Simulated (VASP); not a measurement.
Input of a VASP 6.6.1 run:

File INCAR:

```
  PREC = Accurate
  ENCUT = 600
  EDIFF = 1E-6
  ISMEAR = 0
  SIGMA = 0.1
  LREAL = False
  LASPH = True
  NELM = 100
  ALGO = Normal
  ISIF = 3
  LWAVE = False
  LCHARG = False
  GGA = PS
  IBRION = 2
  NSW = 90
  EDIFFG = -0.04
```

The input KPOINTS:

```
Automatic mesh
0
Gamma
  3 3 3
```

The input POSCAR:

```
Ga
1.0
    3.4609644385      1.9981887503      5.9023362359
   -3.4609644385      1.9981887503      5.9023362359
    0.0000000000     -3.9963775004      5.9023362359
Ga
12
Direct
    0.0101900000      0.6536100000      0.0101900000
    0.0101900000      0.0101900000      0.6536100000
    0.6536100000      0.0101900000      0.0101900000
    0.9898100000      0.3463900000      0.9898100000
    0.3463900000      0.9898100000      0.9898100000
    0.9898100000      0.9898100000      0.3463900000
    0.2211800000      0.6306000000      0.2211800000
    0.2211800000      0.2211800000      0.6306000000
    0.6306000000      0.2211800000      0.2211800000
    0.7788200000      0.3694000000      0.7788200000
    0.3694000000      0.7788200000      0.7788200000
    0.7788200000      0.7788200000      0.3694000000
```

Potentials or basis: VASP PAW PBE potentials, release 64 (Ga_d).

The run is started by

```sh
$ cat potpaw_PBE.64/Ga_d/POTCAR > POTCAR
$ mpirun -np 1 vasp_std > vasp.out
```

Predict the relaxed volume.

21.48 Å³/atom.

Predict the space group after relaxing (to 0.05 Å).

R-3m (No. 166).

Estimate the relaxed cell.

a = 7.303 Å, b = 7.303 Å, c = 7.303 Å, α = 57.22°, β = 57.22°, γ = 57.22°.

Estimate the band gap on the k mesh.

zero (band 78 reaches 5.06 eV, above the bottom of band 79 at 3.48 eV).

Stress tensor (GPa, compression positive):
```
-0.20  0.00  0.00
 0.00 -0.20  0.00
 0.00  0.00  0.21
```

Caveat: the k points lie up to 0.36 Å⁻¹ apart in the final cell; the PAW data sets were made with another functional, which shifts forces and pressure a little.
